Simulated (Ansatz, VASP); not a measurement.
## Two plane-wave programs on SrO

```
CELL_PARAMETERS angstrom
0.00000 2.60000 2.60000
2.60000 0.00000 2.60000
2.60000 2.60000 0.00000
ATOMIC_POSITIONS crystal
Sr 0.00666 0.00666 0.00666
O 0.50000 0.50000 0.50000
```

Alike in both runs: task single point; functional HSE06; k mesh 4 × 4 × 4; occupations fermi-dirac, width 0.05 eV; no spin polarisation.

|  | VASP | Ansatz |
| --- | --- | --- |
| version | VASP 6.6.1 | Ansatz 0.2.0 development build |
| potentials or method | VASP PAW PBE potentials, release 64 (Sr_sv, O), cutoff 520 eV | plane waves, PAW datasets (generated soft set 1) |
| valence electrons in the cell | 16 | 16 |

|  | VASP | Ansatz | Ansatz less VASP |
| --- | --- | --- | --- |
| gap on the k mesh at the Fermi level (eV) | 4.77 | 4.82 | +0.048 |
| rms of the force components (eV/Å) | 0.066 | 0.061 | -0.0047 |

Atom by atom the forces differ by 0.005 eV/Å (rms over components). Ansatz's warnings: stress exchange threshold loose, stress scf threshold loose.

The k mesh is coarse, so the values compare programs but aren't converged.
